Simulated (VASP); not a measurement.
# Al16CuN16 (a cell with a defect) in VASP: relaxation of the atoms with PBE

Aim: the relaxation of the atoms of Al16CuN16 (a cell with a defect) with PBE.

Everything below comes from runs of VASP 6.6.1. Logs are shortened: lines on timing, memory, paths and dates and some standing lists are left out, and cuts for length are marked.

## (1) The cell of the first run

The cell holds a defect, 33 atoms: a = 6.260 Å, b = 6.260 Å, c = 10.035 Å, α = 90.00°, β = 90.00°, γ = 120.00°.

## (2) Relaxation of the atoms, PBE, collinear spin

File INCAR:

```
ALGO = Normal
EDIFF = 1E-7
EDIFFG = -0.02
ENCUT = 520
GGA = PE
GGA_COMPAT = F
IBRION = 2
ISIF = 2
ISMEAR = -1
ISPIN = 2
LASPH = T
LCHARG = F
LMAXMIX = 4
LORBIT = 11
LREAL = Auto
LWAVE = F
MAGMOM = 0.01 0 0.01 0 0 0 0 0 0 0 0 0 0 0 0 0 0.1 0.06 0 0.01 0 0.06 0.03 0.01 0.01 0.01 0.01 0.02 0.01 0.01 0.01 0.01 0.07
NELM = 200
NELMIN = 4
NSW = 90
NUPDOWN = 1.0
PREC = Accurate
SIGMA = 0.01
```

File KPOINTS:

```
k-points
0
Gamma
  1 1 1
```

File POSCAR:

```
Al16CuN16
1.0
    6.2595139100      0.0000000600      0.0000000000
   -3.1297570100      5.4208980300      0.0000000000
    0.0000000000      0.0000000000     10.0348065900
Al N Cu
16 16 1
Direct
    0.3333333300      0.1666666700      0.2496176900
    0.1666666700      0.3333333300      0.4996176900
    0.3333333300      0.1666666700      0.7496176900
    0.1666666700      0.3333333300      0.9996176900
    0.3333333300      0.6666666700      0.2496176900
    0.1666666700      0.8333333300      0.4996176900
    0.3333333300      0.6666666700      0.7496176900
    0.1666666700      0.8333333300      0.9996176900
    0.8333333300      0.1666666700      0.2496176900
    0.6666666700      0.3333333300      0.4996176900
    0.8333333300      0.1666666700      0.7496176900
    0.6666666700      0.3333333300      0.9996176900
    0.8333333300      0.6666666700      0.2496176900
    0.6666666700      0.8333333300      0.4996176900
    0.8333333300      0.6666666700      0.7496176900
    0.6666666700      0.8333333300      0.9996176900
    0.3333333300      0.1666666700      0.4403823100
    0.1666666700      0.3333333300      0.1903823100
    0.3333333300      0.1666666700      0.9403823100
    0.1666666700      0.3333333300      0.6903823100
    0.3333333300      0.6666666700      0.4403823100
    0.1666666700      0.8333333300      0.1903823100
    0.3333333300      0.6666666700      0.9403823100
    0.1666666700      0.8333333300      0.6903823100
    0.8333333300      0.1666666700      0.4403823100
    0.6666666700      0.3333333300      0.1903823100
    0.8333333300      0.1666666700      0.9403823100
    0.6666666700      0.3333333300      0.6903823100
    0.8333333300      0.6666666700      0.4403823100
    0.6666666700      0.8333333300      0.1903823100
    0.8333333300      0.6666666700      0.9403823100
    0.6666666700      0.8333333300      0.6903823100
    0.0000000000      0.0000000000      0.3450000000
```

Potentials or basis: VASP PAW PBE potentials, release 64 (Al, N, Cu).

On the command line:

```
> cat potpaw_PBE.64/Al/POTCAR potpaw_PBE.64/N/POTCAR potpaw_PBE.64/Cu/POTCAR > POTCAR
> mpirun -np 1 vasp_gam > vasp.out
```

OUTCAR:

```text
EDIFF = 1E-7
   EDIFFG = -0.02
   ENCUT = 520
   GGA = PE
   IBRION = 2
   ISIF = 2
   ISMEAR = -1
   ISPIN = 2
   LASPH = T
   LORBIT = 11
   LREAL = Auto
   NELM = 200
   NELMIN = 4
   NSW = 90
   NUPDOWN = 1.0
   PREC = Accurate

 ion  position               nearest neighbor table
   1  0.333  0.167  0.250-  18 1.90  26 1.90  22 1.90  17 1.91  33 2.04   4 3.09   2 3.09  12 3.09
                            10 3.09   8 3.09   6 3.09  13 3.13  13 3.13   9 3.13   9 3.13   5 3.13
   2  0.167  0.333  0.500-  17 1.90  25 1.90  21 1.90  20 1.91  33 2.38   3 3.09   1 3.09  11 3.09
                             9 3.09   7 3.09   5 3.09  14 3.13  14 3.13  10 3.13  10 3.13   6 3.13
   3  0.333  0.167  0.750-  20 1.90  28 1.90  24 1.90  19 1.91   2 3.09   4 3.09  10 3.09  12 3.09
                             6 3.09   8 3.09  15 3.13  15 3.13  11 3.13  11 3.13   7 3.13   7 3.13
   4  0.167  0.333  1.000-  19 1.90  27 1.90  23 1.90  18 1.91   1 3.09   3 3.09   9 3.09  11 3.09
                             5 3.09   7 3.09  16 3.13  16 3.13  12 3.13  12 3.13   8 3.13   8 3.13
   5  0.333  0.667  0.250-  22 1.90  30 1.90  18 1.90  21 1.91   6 3.09   8 3.09  14 3.09  16 3.09
                             2 3.09   4 3.09   9 3.13   9 3.13  13 3.13  13 3.13   1 3.13   1 3.13
   6  0.167  0.833  0.500-  21 1.90  29 1.90  17 1.90  24 1.91  33 2.38   7 3.09   5 3.09  15 3.09
                            13 3.09   3 3.09   1 3.09  10 3.13  10 3.13  14 3.13  14 3.13   2 3.13
   7  0.333  0.667  0.750-  24 1.90  32 1.90  20 1.90  23 1.91   6 3.09   8 3.09  14 3.09  16 3.09
                             2 3.09   4 3.09  11 3.13  11 3.13  15 3.13  15 3.13   3 3.13   3 3.13
   8  0.167  0.833  1.000-  23 1.90  31 1.90  19 1.90  22 1.91   5 3.09   7 3.09  13 3.09  15 3.09
                             1 3.09   3 3.09  12 3.13  12 3.13  16 3.13  16 3.13   4 3.13   4 3.13
   9  0.833  0.167  0.250-  26 1.90  18 1.90  30 1.90  25 1.91  33 2.04  12 3.09  10 3.09   4 3.09
[... 19 lines left out ...]
  21  0.333  0.667  0.440-   6 1.90  14 1.90   2 1.90   5 1.91
  22  0.167  0.833  0.190-   5 1.90  13 1.90   1 1.90   8 1.91
  23  0.333  0.667  0.940-   8 1.90  16 1.90   4 1.90   7 1.91
  24  0.167  0.833  0.690-   7 1.90  15 1.90   3 1.90   6 1.91
  25  0.833  0.167  0.440-  10 1.90   2 1.90  14 1.90   9 1.91  33 2.04
  26  0.667  0.333  0.190-   9 1.90   1 1.90  13 1.90  12 1.91
  27  0.833  0.167  0.940-  12 1.90   4 1.90  16 1.90  11 1.91
  28  0.667  0.333  0.690-  11 1.90   3 1.90  15 1.90  10 1.91
  29  0.833  0.667  0.440-  14 1.90   6 1.90  10 1.90  13 1.91  33 2.04
  30  0.667  0.833  0.190-  13 1.90   5 1.90   9 1.90  16 1.91
  31  0.833  0.667  0.940-  16 1.90   8 1.90  12 1.90  15 1.91
  32  0.667  0.833  0.690-  15 1.90   7 1.90  11 1.90  14 1.91
  33  0.000  0.000  0.345-   1 2.04  17 2.04  13 2.04  29 2.04  25 2.04   9 2.04  14 2.38   2 2.38
                             6 2.38

  LATTYP: Found a hexagonal cell.
 ALAT       =     6.2595139100
 C/A-ratio  =     1.6031287308

  Lattice vectors:

 A1 = (   6.2595139100,   0.0000000600,   0.0000000000)
 A2 = (  -3.1297570100,   5.4208980300,   0.0000000000)
 A3 = (   0.0000000000,   0.0000000000,  10.0348065900)

Analysis of symmetry for initial positions (statically):
[... 420 lines left out ...]
  ---------------------------------------------------
  free  energy   TOTEN  =      -225.0004005695 eV

  energy  without entropy=     -225.0004005695  energy(sigma->0) =     -225.00040057

[... ionic steps 4 to 19 ...]

--------------------------------------- Ionic step       20  -------------------------------------------

 number of electron     138.9999983 magnetization       1.0000000

------------------------ aborting loop because EDIFF is reached ----------------------------------------
[... 129 lines left out ...]
--------------------------------------- Ionic step       22  -------------------------------------------

 number of electron     138.9999983 magnetization       1.0000000

 Free energy of the ion-electron system (eV)
  ---------------------------------------------------
  ext. energy  EPLUGINS =         0.00000000
  ---------------------------------------------------
  free energy    TOTEN  =      -225.68105234 eV

  energy without entropy =     -225.68105234  energy(sigma->0) =     -225.68105234

 E-fermi :   7.2361     XC(G=0): -11.0034

 val. band max:        9.6615574326   @ k =   0.0000   0.0000   0.0000
 cond. band min:      10.0691728733   @ k =   0.0000   0.0000   0.0000
 fundamental gap:      0.4076154407
 Fermi energy:         9.9009347046

 spin component 1

 k-point     1 :       0.0000    0.0000    0.0000
  band No.  band energies     occupation
      1      -8.7887      1.00000
      2      -7.9699      1.00000
      3      -7.7939      1.00000
      4      -6.8436      1.00000
      5      -6.8177      1.00000
      6      -6.8177      1.00000
[... 73 lines left out ...]
     80      12.1136      0.00000
     81      12.3404      0.00000
 Fermi energy:         7.2360627578

 spin component 2

 k-point     1 :       0.0000    0.0000    0.0000
  band No.  band energies     occupation
      1      -8.7531      1.00000
      2      -7.9355      1.00000
      3      -7.7515      1.00000
      4      -6.8166      1.00000
      5      -6.7881      1.00000
      6      -6.7881      1.00000
[... 73 lines left out ...]
     80      12.1661      0.00000
     81      12.3893      0.00000
 [bands above 81 left out]

------------------------ aborting loop because EDIFF is reached ----------------------------------------

  FORCE on cell =-STRESS in cart. coord.  units (eV):
  Direction    XX          YY          ZZ          XY          YZ          ZX
  --------------------------------------------------------------------------------------
  -------------------------------------------------------------------------------------
  Total       28.7073981     28.7074122      4.0081982     -0.0000123      0.0000118      0.0000204
  in kB      135.0776693    135.0777357     18.8598794     -0.0000577      0.0000555      0.0000961
  external PRESSURE =      96.3384282 kB  Pullay stress =       0.0000000 kB
[... 48 lines left out ...]
  FREE ENERGIE OF THE ION-ELECTRON SYSTEM (eV)
  ---------------------------------------------------
  free  energy   TOTEN  =      -225.6810523391 eV

  energy  without entropy=     -225.6810523391  energy(sigma->0) =     -225.68105234

 reached required accuracy - stopping structural energy minimisation

 total charge

# of ion       s       p       d       tot
------------------------------------------
    1        0.335   0.426   0.000   0.761
    2        0.345   0.457   0.000   0.802
    3        0.340   0.446   0.000   0.785
    4        0.344   0.452   0.000   0.796
    5        0.348   0.448   0.000   0.796
    6        0.345   0.457   0.000   0.802
[... 25 lines left out ...]
   32        1.203   2.695   0.000   3.898
   33        0.543   0.637   9.326  10.506
--------------------------------------------------
tot         25.296  50.630   9.326  85.252

 magnetization (x)

# of ion       s       p       d       tot
------------------------------------------
    1        0.003   0.007   0.000   0.010
    2        0.001  -0.000   0.000   0.001
    3        0.002   0.000   0.000   0.003
    4        0.003   0.000   0.000   0.004
    5        0.010   0.007   0.000   0.016
    6        0.001  -0.000   0.000   0.001
[... 25 lines left out ...]
   32        0.006  -0.000   0.000   0.006
   33        0.107   0.074  -0.011   0.169
--------------------------------------------------
tot          0.335   0.246  -0.011   0.570
```

Wall time 34 min (1 thread of Intel Xeon Platinum 8375C at 2.90GHz (Ice Lake), shared host); peak memory 0.6 GiB.

Results:

| Item | Value |
| --- | --- |
| Free energy | -225.6811 eV |
| Energy gained by relaxing | 60.0 meV/atom |
| Ionic steps | 22 |
| Pressure after relaxing | 9.6 GPa |
| Largest force after relaxing | 0.019 eV/Å |
| Net moment | 1.00 μB per cell |
| Site moments | Al +0.01, +0.00, +0.02, -0.00 (each value once); N +0.03, +0.04, +0.00, +0.01, -0.00 (each value once); Cu +0.17 μB |
| Valence electrons inside the program's atomic spheres | Al 0.76, 0.80, 0.79, 0.82, 0.78 (each value once); N 3.83, 3.89, 3.90, 3.88, 3.93 (each value once); Cu 10.51 |

Forces on the atoms (eV/Å):
```
Al  -0.004 -0.002  0.000
Al   0.000  0.006  0.000
Al  -0.004 -0.002  0.006
Al   0.000 -0.002 -0.005
Al   0.000  0.000  0.000
Al   0.005 -0.003  0.000
Al   0.000  0.000 -0.012
Al  -0.002  0.001 -0.005
Al   0.004 -0.002  0.000
Al   0.000  0.000  0.007
Al   0.004 -0.002  0.006
Al   0.000  0.000 -0.007
Al   0.000  0.005  0.000
Al  -0.005 -0.003  0.000
Al   0.000  0.005  0.006
Al   0.002  0.001 -0.005
N    0.012  0.007  0.013
N    0.000  0.001 -0.002
N    0.007  0.004 -0.003
N    0.000 -0.002  0.002
N    0.000  0.000  0.002
N    0.000  0.000 -0.002
N    0.000  0.000 -0.008
N   -0.002  0.001  0.002
N   -0.012  0.007  0.013
N    0.000  0.000 -0.005
N   -0.007  0.004 -0.003
N    0.000  0.000  0.002
N    0.000 -0.014  0.013
N    0.000  0.000 -0.002
N    0.000 -0.008 -0.003
N    0.002  0.001  0.002
Cu   0.000  0.000 -0.014
```

Stress tensor (GPa, compression positive):
```
13.51  0.00  0.00
 0.00 13.51  0.00
 0.00  0.00  1.89
```

Step by step:
```csv
step,energy change (eV),largest force (eV/Å),pressure (GPa)
1,0.0000,4.5500,11.70
2,-0.6754,4.8243,11.01
3,-1.2996,1.2468,10.55
4,-1.6330,1.2930,10.18
5,-1.6719,1.3624,10.09
6,-1.8508,0.3716,9.92
7,-1.8527,0.4309,9.91
8,-1.9039,0.2741,9.78
9,-1.9079,0.2928,9.75
10,-1.9420,0.2169,9.60
11,-1.9449,0.2744,9.56
12,-1.9689,0.1547,9.57
13,-1.9711,0.1732,9.58
14,-1.9752,0.1621,9.59
15,-1.9767,0.0794,9.58
16,-1.9787,0.0639,9.60
17,-1.9787,0.0681,9.60
18,-1.9797,0.0385,9.61
19,-1.9797,0.0467,9.61
20,-1.9801,0.0224,9.62
21,-1.9801,0.0255,9.62
22,-1.9803,0.0187,9.63
```

Final structure:
```cif
data_structure
_symmetry_space_group_name_H-M 'P 1'
_symmetry_Int_Tables_number 1
_cell_length_a 6.2595
_cell_length_b 6.2595
_cell_length_c 10.0348
_cell_angle_alpha 90.000
_cell_angle_beta 90.000
_cell_angle_gamma 120.000
_cell_volume 340.50
loop_
_atom_site_label
_atom_site_type_symbol
_atom_site_fract_x
_atom_site_fract_y
_atom_site_fract_z
_atom_site_occupancy
Al1 Al 0.33140 0.16570 0.23237 1
Al2 Al 0.17460 0.34921 0.50874 1
Al3 Al 0.33513 0.16757 0.74803 1
Al4 Al 0.16852 0.33704 0.99088 1
Al5 Al 0.33333 0.66667 0.24032 1
Al6 Al 0.17460 0.82540 0.50874 1
Al7 Al 0.33333 0.66667 0.75132 1
Al8 Al 0.16852 0.83148 0.99088 1
Al9 Al 0.83430 0.16570 0.23237 1
Al10 Al 0.66667 0.33333 0.50448 1
Al11 Al 0.83243 0.16757 0.74803 1
Al12 Al 0.66667 0.33333 0.99165 1
Al13 Al 0.83430 0.66860 0.23237 1
Al14 Al 0.65079 0.82540 0.50874 1
Al15 Al 0.83243 0.66487 0.74803 1
Al16 Al 0.66296 0.83148 0.99088 1
N1 N 0.33971 0.16985 0.45667 1
N2 N 0.17119 0.34238 0.17991 1
N3 N 0.33308 0.16654 0.94033 1
N4 N 0.16802 0.33604 0.69676 1
N5 N 0.33333 0.66667 0.43712 1
N6 N 0.17119 0.82881 0.17991 1
N7 N 0.33333 0.66667 0.93574 1
N8 N 0.16802 0.83198 0.69676 1
N9 N 0.83015 0.16985 0.45667 1
N10 N 0.66667 0.33333 0.18709 1
N11 N 0.83346 0.16654 0.94033 1
N12 N 0.66667 0.33333 0.69699 1
N13 N 0.83015 0.66029 0.45667 1
N14 N 0.65762 0.82881 0.17991 1
N15 N 0.83346 0.66692 0.94033 1
N16 N 0.66396 0.83198 0.69676 1
Cu1 Cu 0.00000 0.00000 0.37925 1
```

Caveat: the k points lie up to 1.16 Å⁻¹ apart, too coarse for converged energies, forces and pressures; the total moment is fixed, so each spin has its own Fermi level and the state may be an excited one.
